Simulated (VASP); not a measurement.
Input of a VASP 6.6.1 run:

The input INCAR:

```
PREC = Accurate
ENCUT = 520
EDIFF = 1E-7
ISMEAR = 0
SIGMA = 0.016
LREAL = False
LASPH = True
NELM = 100
ALGO = Normal
ISIF = 2
LWAVE = False
LCHARG = False
GGA = PE
NBANDS = 11
```

The input KPOINTS:

```
Automatic mesh
0
Gamma
  8 8 8
```

POSCAR

```
Si
1.0
    0.0000000000      2.7218511865      2.7218511865
    2.7218511865      0.0000000000      2.7218511865
    2.7218511865      2.7218511865      0.0000000000
Si
2
Direct
    0.5000000000      0.5000000000      0.5000000000
    0.7500000000      0.7500000000      0.7500000000
```

Potentials or basis: VASP PAW PBE potentials, release 64 (Si).

Run with:

```sh
$ cat potpaw_PBE.64/Si/POTCAR > POTCAR
$ mpirun -np 1 vasp_std > vasp.out
```

Problem. Predict the pressure.

Solution. 1.3 GPa.

Problem. Estimate the band gap on the k mesh.

Solution. 0.63 eV, indirect (least direct gap 2.56 eV).

A k mesh can miss the band edges. PBE gaps usually lie below the measured ones, often by a third to a half.
